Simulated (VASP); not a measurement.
Wanted: the native input for a VASP 6.6.1 run.

```
Task                   : single point
Functional             : PBE
Potentials or basis    : VASP PAW PBE potentials, release 64 (In_d, Ga_d, O)
Cutoff                 : 520 eV
k mesh                 : 6 × 6 × 6
Occupations            : gaussian, width 0.1 eV
Spin                   : no spin polarisation
Dipole correction      : no
Further INCAR settings : ALGO = Normal; EDIFF = 1e-07; NBANDS = 30
```

The structure of InGa2O lies in POSCAR:

```
InGa2O
1.0
    2.3439553500      1.3532832500      3.6252330300
   -2.3439553500      1.3532832500      3.6252330300
    0.0000000000     -2.7065665100      3.6252330300
In Ga O
1 2 1
Direct
    0.5000000000      0.5000000000      0.5000000000
    0.8209138500      0.8209138500      0.8209138500
    0.1790861500      0.1790861500      0.1790861500
    0.0000000000      0.0000000000      0.0000000000
```

One way to write it, as run:

INCAR

```
SYSTEM = InGa2O
ALGO = Normal
EDIFF = 1E-7
ENCUT = 520
GGA = PE
ISIF = 2
ISMEAR = 0
LASPH = .TRUE.
LCHARG = .FALSE.
LREAL = .FALSE.
LWAVE = .FALSE.
NBANDS = 30
NELM = 100
PREC = Accurate
SIGMA = 0.1
```

KPOINTS

```
k-points
0
G
  6 6 6
  0 0 0
```

Potentials or basis: VASP PAW PBE potentials, release 64 (In_d, Ga_d, O).

Command:

```console
$ cat potpaw_PBE.64/In_d/POTCAR potpaw_PBE.64/Ga_d/POTCAR potpaw_PBE.64/O/POTCAR > POTCAR
$ mpirun -np 1 vasp_std > vasp.out
```

Results of the run:

```yaml
Pressure: 9.9 GPa
Largest_force: 0.829 eV/Å
```

Caveat: an odd number of electrons without spin polarisation forces a metal; a magnetic or distorted state may lie lower.

It took 76 s on 1 thread of Intel Xeon 6975P-C, with other jobs on the host, peak memory 0.24 GiB.
